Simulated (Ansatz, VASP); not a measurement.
# Two plane-wave programs on GaCo

```
Ga Co
1.0
     2.88177    0.00000    0.00000
     0.00000    2.88177    0.00000
     0.00000    0.00000    2.88177
Ga Co
1 1
Direct
  0.50000 0.50000 0.50000
  0.00000 0.00000 0.00000
```

Alike in both runs: task single point; functional PBE; k mesh 12 × 12 × 12; occupations gaussian, width 0.15 eV; collinear spin.

|  | VASP | Ansatz |
| --- | --- | --- |
| version | VASP 6.6.1 | Ansatz 0.2.0 |
| potentials or method | VASP PAW PBE potentials, release 64 (Ga_d, Co), cutoff 520 eV | scalar-relativistic, plane waves, PAW |
| valence electrons in the cell | 22 | 30 |

```csv
,VASP,Ansatz,Ansatz less VASP
gap on the k mesh at the Fermi level (eV),none,none,-
pressure (GPa),0.2,0.0,-0.22
net moment per atom (μB),0.02,0.03,+0.010
size of the moment on the site where the two differ most (μB),0.04,0.07,+0.024
```

Site moments also hang on the region over which each program counts them. A gap of «none» marks a metal or a gap that the smearing closes. VASP's potentials hold 22 valence electrons a cell and Ansatz's 30, so a difference there can come from the potentials and not from the codes.
